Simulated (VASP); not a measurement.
# Ta (Im-3m) in VASP: notebook

Ta is run at these levels: r2SCAN50, BLYP+D3(BJ), HSE06; tasks: single point.

Program: VASP 6.6.1. These are calculated values, not measurements. Logs are shortened: lines on timing, memory, paths and dates and some standing lists are left out, and cuts for length are marked.

## Step 1: The cell of the first run

Symmetry: Im-3m, No. 229, cubic system. Conventional cell: a = 3.280 Å, b = 3.280 Å, c = 3.280 Å, α = 90.00°, β = 90.00°, γ = 90.00°. Ta (site symmetry m-3m) has 14 Ta at 2.84 to 3.28 Å within 3.7 Å.

## Step 2: Single point, r2SCAN50

File POSCAR:

```
Ta
1.0
   -1.6401972500      1.6401972500      1.6401972500
    1.6401972500     -1.6401972500      1.6401972500
    1.6401972500      1.6401972500     -1.6401972500
Ta
1
Direct
    0.0000000000      0.0000000000      0.0000000000
```

File INCAR.step1:

```
SYSTEM = Ta
ALGO = Normal ; EDIFF = 1E-5
ENCUT = 440 ; GGA = PE
GGA_COMPAT = .FALSE. ; ISIF = 2
ISMEAR = -1 ; LASPH = .TRUE.
LREAL = .FALSE. ; LWAVE = .TRUE.
NBANDS = 12 ; NELM = 120
PREC = Accurate ; SIGMA = 0.05
```

File INCAR.step2:

```
SYSTEM = Ta
AEXX = 0.5 ; ALGO = Normal
EDIFF = 1E-6 ; ENCUT = 440
GGA_COMPAT = .FALSE. ; ISIF = 2
ISMEAR = -1 ; ISTART = 1
LASPH = .TRUE. ; LCHARG = .TRUE.
LELF = .TRUE. ; LHFCALC = .TRUE.
LMIXTAU = .TRUE. ; LREAL = .FALSE.
LVHAR = .TRUE. ; LWAVE = .FALSE.
METAGGA = R2SCAN ; NBANDS = 12
NELM = 120 ; PREC = Accurate
PRECFOCK = Normal ; SIGMA = 0.05
```

File KPOINTS:

```
k-points
0
G
  6 6 6
  0 0 0
```

Potentials or basis: VASP PAW PBE potentials, release 64 (Ta_sv_GW).

Run with:

```sh
cat potpaw_PBE.64/Ta_sv_GW/POTCAR > POTCAR
cp INCAR.step1 INCAR
mpirun -np 1 vasp_std > vasp.out
cp INCAR.step2 INCAR
mpirun -np 1 vasp_std > vasp.out
```

OUTCAR:

```text
SYSTEM = Ta
   AEXX = 0.5
   EDIFF = 1E-6
   ENCUT = 440
   ISIF = 2
   ISMEAR = -1
   ISTART = 1
   LASPH = .TRUE.
   LHFCALC = .TRUE.
   LREAL = .FALSE.
   METAGGA = R2SCAN
   NELM = 120
   PREC = Accurate
   PRECFOCK = Normal

 ion  position               nearest neighbor table
   1  0.000  0.000  0.000-

  LATTYP: Found a body centered cubic cell.
 ALAT       =     3.2803945000

  Lattice vectors:

 A1 = (  -1.6401972500,   1.6401972500,   1.6401972500)
 A2 = (   1.6401972500,  -1.6401972500,   1.6401972500)
 A3 = (   1.6401972500,   1.6401972500,  -1.6401972500)

Analysis of symmetry for initial positions (statically):
=====================================================================
 Subroutine PRICEL returns:
 Original cell was already a primitive cell.

 Routine SETGRP: Setting up the symmetry group for a
 body centered cubic supercell.

 Subroutine GETGRP returns: Found 48 space group operations
 (whereof 48 operations were pure point group operations)
 out of a pool of 48 trial point group operations.

The static configuration has the point symmetry O_h .

Analysis of symmetry for dynamics (positions and initial velocities):
=====================================================================
 Subroutine PRICEL returns:
 Original cell was already a primitive cell.

 Routine SETGRP: Setting up the symmetry group for a
 body centered cubic supercell.

 Subroutine GETGRP returns: Found 48 space group operations
 (whereof 48 operations were pure point group operations)
 out of a pool of 48 trial point group operations.

The dynamic configuration has the point symmetry O_h .

 Subroutine INISYM returns: Found 48 space group operations
 (whereof 48 operations are pure point group operations),
 and found     1 'primitive' translations

----------------------------------------------------------------------------------------

                                     Primitive cell

  volume of cell :      17.6501

  direct lattice vectors                    reciprocal lattice vectors
    -1.640197250  1.640197250  1.640197250     0.000000000  0.304841384  0.304841384
     1.640197250 -1.640197250  1.640197250     0.304841384  0.000000000  0.304841384
     1.640197250  1.640197250 -1.640197250     0.304841384  0.304841384  0.000000000

  length of vectors
     2.840904971  2.840904971  2.840904971     0.431110820  0.431110820  0.431110820

  position of ions in fractional coordinates (direct lattice)
     0.000000000  0.000000000  0.000000000

  ion indices of the primitive-cell ions
   primitive index   ion index
                 1           1

----------------------------------------------------------------------------------------

 KPOINTS: k-points

Automatic generation of k-mesh.
 Grid dimensions read from file:
 generate k-points for:    6    6    6

 Generating k-lattice:

  Cartesian coordinates                     Fractional coordinates (reciprocal lattice)
     0.000000000  0.050806897  0.050806897     0.166666667  0.000000000  0.000000000
     0.050806897  0.000000000  0.050806897     0.000000000  0.166666667  0.000000000
     0.050806897  0.050806897  0.000000000     0.000000000  0.000000000  0.166666667

  Length of vectors
     0.071851803  0.071851803  0.071851803

  Shift w.r.t. Gamma in fractional coordinates (k-lattice)
     0.000000000  0.000000000  0.000000000

 Subroutine IBZKPT returns following result:
 ===========================================

 Found     16 irreducible k-points:

 Following reciprocal coordinates:
            Coordinates               Weight
  0.000000  0.000000  0.000000      1.000000
  0.166667  0.000000  0.000000     12.000000
  0.333333  0.000000  0.000000     12.000000
  0.500000  0.000000  0.000000      6.000000
  0.166667  0.166667  0.000000     24.000000
  0.333333  0.166667  0.000000     48.000000
[... 8 lines left out ...]
  0.500000  0.500000  0.333333     12.000000
  0.500000  0.500000  0.500000      1.000000
   k-points           NKPTS =     16   k-points in BZ     NKDIM =    216   number of bands    NBANDS=     12
   number of dos      NEDOS =    301   number of ions     NIONS =      1
   total plane-waves  NPLWV =   8000
   dimension x,y,z NGX =    20 NGY =   20 NGZ =   20
   dimension x,y,z NGXF=    40 NGYF=   40 NGZF=   40
   ions per type =               1
   NGX,Y,Z   is equivalent  to a cutoff of  11.70, 11.70, 11.70 a.u.
   NGXF,Y,Z  is equivalent  to a cutoff of  23.41, 23.41, 23.41 a.u.
 SYSTEM =  Ta
   PREC   = accura    normal or accurate (medium, high low for compatibility)
   ISTART =      1    job   : 0-new  1-cont  2-samecut
   ICHARG =      0    charge: 1-file 2-atom 10-const
   ISPIN  =      1    spin polarized calculation?
   LNONCOLLINEAR =      F non collinear calculations
   LSORBIT =      F    spin-orbit coupling
   LASPH  =      T    aspherical Exc in radial PAW
   ENCUT  =  440.0 eV  32.34 Ry    5.69 a.u.   4.86  4.86  4.86*2*pi/ulx,y,z
   NELM   =    120;   NELMIN=  2; NELMDL=  0     # of ELM steps
   EDIFF  = 0.1E-05   stopping-criterion for ELM
   LREAL  =      F    real-space projection
   EDIFFG = 0.1E-04   stopping-criterion for IOM
   NSW    =      0    number of steps for IOM
   IBRION =     -1    ionic relax: 0-MD 1-quasi-New 2-CG
   NFREE  =      0    steps in history (QN), initial steepest desc. (CG)
   ISIF   =      2    stress and relaxation
   ISYM   =      3    0-nonsym 1-usesym 2-fastsym
   POTIM  = 0.5000    time-step for ionic-motion
   TEBEG  =    0.0;   TEEND  =   0.0 temperature during run
   PSTRESS=    0.0 pullay stress
   NELECT =      13.0000    total number of electrons
   NUPDOWN=      -1.0000    fix difference up-down
   EMIN   =  10.00;   EMAX   =-10.00  energy-range for DOS
   EFERMI =   0.00;   METHOD = LEGACY
   ISMEAR =    -1;   SIGMA  =   0.05  broadening in eV -4-tet -1-fermi 0-gaus
   EFERMI_NEDOS =   21; number of points for ismear=-14 and -15
   IALGO  =     38    algorithm
   IMIX   =      1    mixing-type and parameters
     AMIX     =   0.40;   BMIX     =  1.00
     AMIX_MAG =   1.60;   BMIX_MAG =  1.00
  volume/ion in A,a.u.               =      17.65       119.11
  Fermi-wavevector in a.u.,A,eV,Ry     =   1.478450  2.793865 29.739796  2.185813
  Thomas-Fermi vector in A             =   2.592729
   LORBIT       =      0    0 simple, 1 ext, 2 COOP (PROOUT), +10 PAW based schemes
   METAGGA = R2SCAN    functional components
   LHFCALC =     T    Hartree Fock is set to
   PRECFOCK=normal    Normal, Fast or Accurate (Low or Medium for compatibility)
   ENCUT4O =  -1.0   cutoff for four orbital integrals eV
   NKREDX  =     1    reduce k-point grid by
   NKREDY  =     1    reduce k-point grid by
   NKREDZ  =     1    reduce k-point grid by
   AEXX    =    0.5000 exact exchange contribution
   HFSCREEN=    0.0000 screening length (either q_TF or 0.3 A-1)
   HFSCREENC=   0.0000 screening length for correlation (either q_TF or 0.3 A-1)
   ENCUTFOCK=  -1.0 apply spherical cutoff to Coloumb kernel
   IVDW    =     0    specifies the selected vdW correction
   LEPSILON=     F    determine dielectric tensor
   LRPA    =     F    only Hartree local field effects (RPA)
 non-spin polarized calculation
  energy-cutoff  :      440.00
  volume of cell :       17.65
 maximum number of plane-waves:       380
  NGX = 16; NGY = 16; NGZ = 16

 number of electron      13.0000004 magnetization

 Free energy of the ion-electron system (eV)
  ---------------------------------------------------
  ext. energy  EPLUGINS =         0.00000000
  ---------------------------------------------------
  free energy    TOTEN  =       -38.79316783 eV

  energy without entropy =      -38.78581649  energy(sigma->0) =      -38.78949216

 E-fermi :   9.9274     XC(G=0):  -7.8620

 val. band max:        9.9018686357   @ k =  -0.3333   0.5000   0.1667
 cond. band min:      10.5371544367   @ k =   0.3333   0.0000   0.0000
 fundamental gap:      0.6352858010
 Fermi energy:         9.9274097304

 k-point     1 :       0.0000    0.0000    0.0000
  band No.  band energies     occupation
      1     -66.4323      2.00000
      2     -28.7291      2.00000
      3     -28.7291      2.00000
      4     -28.7291      2.00000
      5      -1.1828      2.00000
      6      12.7719      0.00000
      7      12.7719      0.00000
      8      12.7719      0.00000
      9      16.9644      0.00000
     10      16.9644      0.00000
     11      27.8434      0.00000
     12      27.8434      0.00000

 k-point     2 :       0.1667    0.0000    0.0000
  band No.  band energies     occupation
      1     -66.3856      2.00000
      2     -29.1606      2.00000
      3     -28.8544      2.00000
      4     -28.7332      2.00000
      5       0.3089      2.00000
      6      11.4815      0.00000
      7      11.8721      0.00000
      8      14.1406      0.00000
      9      16.0228      0.00000
     10      16.8990      0.00000
     11      28.7684      0.00000
     12      30.1741      0.00000

 k-point     3 :       0.3333    0.0000    0.0000
  band No.  band energies     occupation
      1     -66.2963      2.00000
      2     -29.9662      2.00000
      3     -29.0939      2.00000
      4     -28.7356      2.00000
      5       3.0200      2.00000
      6       8.3103      2.00000
      7      10.5372      0.00001
      8      16.5686      0.00000
      9      17.2886      0.00000
     10      17.8534      0.00000
     11      26.7091      0.00000
     12      28.1467      0.00000
[... 166 lines left out ...]
 k-point    15 :       0.5000    0.5000    0.3333
  band No.  band energies     occupation
      1     -66.1727      2.00000
      2     -29.9256      2.00000
      3     -29.6472      2.00000
      4     -29.5436      2.00000
      5       5.1904      2.00000
      6       5.4726      2.00000
      7      14.9896      0.00000
      8      14.9982      0.00000
      9      20.2314      0.00000
     10      21.3282      0.00000
     11      23.6969      0.00000
     12      25.7136      0.00000

 k-point    16 :       0.5000    0.5000    0.5000
  band No.  band energies     occupation
      1     -66.1310      2.00000
      2     -29.7810      2.00000
      3     -29.7810      2.00000
      4     -29.7810      2.00000
      5       4.3588      2.00000
      6       4.3588      2.00000
      7      19.9706      0.00000
      8      19.9706      0.00000
      9      19.9706      0.00000
     10      21.4083      0.00000
     11      21.4083      0.00000
     12      21.4083      0.00000

------------------------ aborting loop because EDIFF is reached ----------------------------------------

  FORCE on cell =-STRESS in cart. coord.  units (eV):
  Direction    XX          YY          ZZ          XY          YZ          ZX
  --------------------------------------------------------------------------------------
  -------------------------------------------------------------------------------------
  Total       -1.5477858     -1.5477858     -1.5477858      0.0000000     -0.0000000      0.0000000
  in kB     -140.4989927   -140.4989927   -140.4989927      0.0000000     -0.0000000      0.0000000
  external PRESSURE =    -140.4989927 kB  Pullay stress =       0.0000000 kB

 VOLUME and BASIS-vectors are now :
 -----------------------------------------------------------------------------
  energy-cutoff  :      440.00
  volume of cell :       17.65
      direct lattice vectors                 reciprocal lattice vectors
    -1.640197250  1.640197250  1.640197250     0.000000000  0.304841384  0.304841384
     1.640197250 -1.640197250  1.640197250     0.304841384  0.000000000  0.304841384
     1.640197250  1.640197250 -1.640197250     0.304841384  0.304841384  0.000000000

 POSITION                                       TOTAL-FORCE (eV/Angst)
 -----------------------------------------------------------------------------------
      0.00000      0.00000      0.00000         0.000000     -0.000000      0.000000
 -----------------------------------------------------------------------------------
    total drift:                                0.000000      0.000000     -0.000000

  FREE ENERGIE OF THE ION-ELECTRON SYSTEM (eV)
  ---------------------------------------------------
  free  energy   TOTEN  =       -38.7931678259 eV

  energy  without entropy=      -38.7858164912  energy(sigma->0) =      -38.78949216
```

Run time: 6.2 min. Hardware: 1 thread of Intel Xeon 6975P-C (Granite Rapids), shared host; peak memory 0.14 GiB.

Results:

| Item | Value |
| --- | --- |
| Free energy | -38.7932 eV |
| Pressure | -14.0 GPa |
| Band gap on the k mesh | zero (an odd number of electrons rules out a gap without spin polarisation) |

Levels at points of the mesh, in eV from the Fermi level:
```tsv
k point	band 3	band 4	band 5	band 6	band 7	band 8	band 9	band 10
(0.00, 0.00, 0.00)	-38.66	-38.66	-11.11	2.84	2.84	2.84	7.04	7.04
(0.50, 0.00, 0.00)	-39.14	-38.66	-6.38	-2.50	2.07	6.81	7.97	11.14
(0.50, 0.50, 0.50)	-39.71	-39.71	-5.57	-5.57	10.04	10.04	10.04	11.48
```

Caveat: the k points lie up to 0.45 Å⁻¹ apart, too coarse for converged energies and pressures of a metal; the PAW data sets were made with another functional, which shifts forces and pressure a little; spin-orbit coupling is left out, which moves the levels of the heavy elements.

## Step 3: Single point, BLYP+D3(BJ)

This run uses another cell than the first one, of 17.45 Å³/atom.

File INCAR:

```
PREC = Accurate
ENCUT = 500
EDIFF = 1E-6
ISMEAR = -1
SIGMA = 0.05
LREAL = False
LASPH = True
NELM = 120
ALGO = Normal
ISIF = 2
LWAVE = False
LCHARG = False
GGA = B5
ALDAX = 1.0
AGGAX = 1.0
AGGAC = 1.0
ALDAC = 0.0
IVDW = 12
VDW_S6 = 1.0
VDW_S8 = 2.6996
VDW_A1 = 0.4298
VDW_A2 = 4.2359
NBANDS = 12
GGA_COMPAT = False
```

File KPOINTS:

```
regular mesh
0
Gamma
  11 11 11
```

File POSCAR:

```
Ta
1.0
   -1.6339631409      1.6339631409      1.6339631409
    1.6339631409     -1.6339631409      1.6339631409
    1.6339631409      1.6339631409     -1.6339631409
Ta
1
Direct
    0.0000000000      0.0000000000      0.0000000000
```

Potentials or basis: VASP PAW PBE potentials, release 64 (Ta_sv_GW).

Run with:

```sh
cat potpaw_PBE.64/Ta_sv_GW/POTCAR > POTCAR
mpirun -np 1 vasp_std > vasp.out
```

Run time: 19 s. Hardware: 1 thread of Intel Xeon Platinum 8488C (Sapphire Rapids), shared host; peak memory 0.16 GiB.

It converged, with:

- Free energy: -14.4179 eV
- Pressure: -0.4 GPa
- Band gap on the k mesh: zero (an odd number of electrons rules out a gap without spin polarisation)
- Dispersion energy per atom: -1.694 eV

Levels at points of the mesh, in eV from the Fermi level:
| k point | band 4 | band 5 | band 6 | band 7 | band 8 | band 9 |
| --- | --- | --- | --- | --- | --- | --- |
| (0.00, 0.00, 0.00) | -32.90 | -7.85 | 0.61 | 0.61 | 0.61 | 4.00 |

Caveat: the dispersion term is far too large for a dense solid, which distorts pressure and volume; the PAW data sets were made with another functional, which shifts forces and pressure a little; spin-orbit coupling is left out, which moves the levels of the heavy elements.

## Step 4: Single point, HSE06

This run uses another cell than the first one, of 18.01 Å³/atom.

File POSCAR:

```
Ta
1.0
   -1.6512800000      1.6512800000      1.6512800000
    1.6512800000     -1.6512800000      1.6512800000
    1.6512800000      1.6512800000     -1.6512800000
Ta
1
Direct
    0.0000000000      0.0000000000      0.0000000000
```

File INCAR.step1:

```
SYSTEM = Ta
ALGO = Normal ; EDIFF = 1E-5
ENCUT = 400 ; GGA = PE
GGA_COMPAT = .False. ; ISIF = 2
ISMEAR = -1 ; LASPH = .True.
LREAL = .False. ; LWAVE = .True.
NBANDS = 12 ; NELM = 120
PREC = Accurate ; SIGMA = 0.05
```

File INCAR.step2:

```
SYSTEM = Ta
ALGO = Normal ; EDIFF = 1E-6
ENCUT = 400 ; GGA = PE
GGA_COMPAT = .False. ; HFSCREEN = 0.2079
ISIF = 2 ; ISMEAR = -1
ISTART = 1 ; LASPH = .True.
LCHARG = .True. ; LELF = .True.
LHFCALC = .True. ; LREAL = .False.
LVHAR = .True. ; LWAVE = .False.
NBANDS = 12 ; NELM = 120
PREC = Accurate ; PRECFOCK = Normal
SIGMA = 0.05
```

File KPOINTS:

```
k-points
0
Gamma
  6 6 6
  0 0 0
```

Run with:

```sh
cat potpaw_PBE.64/Ta_sv_GW/POTCAR > POTCAR
cp INCAR.step1 INCAR
mpirun -np 1 vasp_std > vasp.out
cp INCAR.step2 INCAR
mpirun -np 1 vasp_std > vasp.out
```

Wall time 5.1 min (1 thread of Intel Xeon Platinum 8488C (Sapphire Rapids), shared host); peak memory 0.23 GiB.

The run converged. Its results:

| Quantity | Value |
| --- | --- |
| Free energy | -15.6750 eV |
| Pressure | 0.3 GPa |
| Band gap on the k mesh | zero (an odd number of electrons rules out a gap without spin polarisation) |

Levels at points of the mesh, in eV from the Fermi level:
```csv
k point,band 4,band 5,band 6,band 7,band 8,band 9
"(0.00, 0.00, 0.00)",-35.34,-8.88,1.34,1.34,1.34,4.97
"(0.50, 0.00, 0.00)",-35.35,-4.86,-1.60,1.57,4.81,5.88
"(0.50, 0.50, 0.50)",-36.24,-4.21,-4.21,7.82,7.82,7.82
```

Caveat: the k points lie up to 0.45 Å⁻¹ apart, too coarse for converged energies and pressures of a metal; the PAW data sets were made with another functional, which shifts forces and pressure a little; spin-orbit coupling is left out, which moves the levels of the heavy elements.

## Step 5: Overview

```tsv
level	cell	k mesh	cutoff (eV)	grid for exact exchange (PRECFOCK)	share of exact exchange	screening parameter	gap on the mesh (eV)	pressure (GPa)
r2SCAN50	a = 2.841 Å, angles 109.5°, 1 atom	6 × 6 × 6	440	Normal	0.5	-	none	-14.0
BLYP+D3(BJ)	a = 2.830 Å, angles 109.5°, 1 atom	11 × 11 × 11	500	-	-	-	none	-0.4
HSE06	a = 2.860 Å, angles 109.5°, 1 atom	6 × 6 × 6	400	Normal	0.25	0.2079 1/Å	none	0.3
```

Alike in all rows: task single point; potentials or basis VASP PAW PBE potentials, release 64 (Ta_sv_GW); no spin polarisation; smearing fermi-dirac 0.05 eV.

Caveats: some runs use coarse meshes; the PAW data sets were made with another functional, which shifts forces and pressure a little; spin-orbit coupling is left out, which moves the levels of the heavy elements; the dispersion term is far too large for a dense solid, which distorts pressure and volume (at least some runs).

Absolute energies hang on the potentials; compare differences alone.

The gap in the log of VASP goes by the Fermi energy; the results here count the filled bands.